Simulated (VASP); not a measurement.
Input of a VASP 6.6.1 run:

File INCAR:

```
PREC = Accurate ; ENCUT = 520
EDIFF = 1E-6 ; ISMEAR = 0
SIGMA = 0.01 ; LREAL = F
LASPH = T ; NELM = 80
ALGO = Normal ; ISIF = 2
LWAVE = F ; LCHARG = F
GGA = PE ; NBANDS = 17
```

File KPOINTS:

```
Automatic mesh
0
Gamma
  6 6 6
```

Contents of POSCAR:

```
PbS
1.0
    0.0000000000      3.0039505011      3.0039505011
    3.0039505011      0.0000000000      3.0039505011
    3.0039505011      3.0039505011      0.0000000000
Pb S
1 1
Direct
    0.0000000000      0.0000000000      0.0000000000
    0.5000000000      0.5000000000      0.5000000000
```

Potentials or basis: VASP PAW PBE potentials, release 64 (Pb_d, S).

The run is started by

```bash
$ cat potpaw_PBE.64/Pb_d/POTCAR potpaw_PBE.64/S/POTCAR > POTCAR
$ mpirun -np 1 vasp_std > vasp.out
```

Task: What does it give for the pressure?

Result: -0.1 GPa.

Task: Predict the band gap on the k mesh.

Result: 0.50 eV, direct.

Caveat: spin-orbit coupling is left out, which moves the levels of the heavy elements. A k mesh can miss the band edges.
